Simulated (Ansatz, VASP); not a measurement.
# One calculation of Sr, two programs

INCAR

```
ALGO = Fast
EDIFF = 1E-6
ENCUT = 520
GGA = PS
ISIF = 2
ISMEAR = 0
LASPH = T
LCHARG = T
LELF = T
LREAL = F
LVHAR = T
LWAVE = F
NBANDS = 11
NELM = 100
PREC = Accurate
SIGMA = 0.03
```

Contents of KPOINTS:

```
k-points
0
Gamma
  10 10 10
```

Contents of POSCAR:

```
Sr
1.0
    0.0000000000      3.1640440000      2.9206560000
    3.1640440000      0.0000000000      2.9206560000
    3.1640440000      3.1640440000      0.0000000000
Sr
1
Direct
    0.0000000000      0.0000000000      0.0000000000
```

Input for Ansatz:

```yaml
crystal:
  lattice:
    - [0.0, 3.164044, 2.920656]
    - [3.164044, 0.0, 2.920656]
    - [3.164044, 3.164044, 0.0]
  atoms:
    - { symbol: Sr, position: [0.0, 0.0, 0.0] }
basis:
  ecutwfc: 420
kpoints:
  mp_grid: { grid: [10, 10, 10] }
hamiltonian:
  xc: pbesol
scf:
  occupations: { method: gaussian, width: 0.03 }
output:
  forces: true
  stress: true
  eigenvalues: true
```

Change from the starting cell: strain +0.040 along x and y, -0.040 along z, atoms carried along.

Alike in both runs: task single point; functional PBEsol; k mesh 10 × 10 × 10; occupations gaussian, width 0.03 eV; no spin polarisation.

|  | VASP | Ansatz |
| --- | --- | --- |
| version | VASP 6.6.1 | Ansatz 0.2.0 |
| potentials or method | VASP PAW PBE potentials, release 64 (Sr_sv), cutoff 520 eV | scalar-relativistic, plane waves, PAW |
| valence electrons in the cell | 10 | 10 |

|  | VASP | Ansatz | Ansatz less VASP |
| --- | --- | --- | --- |
| gap on the k mesh at the Fermi level (eV) | none | none | - |
| pressure (GPa) | -1.2 | -1.2 | -0.01 |
| traceless stress, the component that is largest in VASP (GPa) | 0.07 | 0.07 | +0.004 |

VASP's potentials were made for PBE, not for PBEsol. A gap of «none» marks a metal or a gap that the smearing closes.
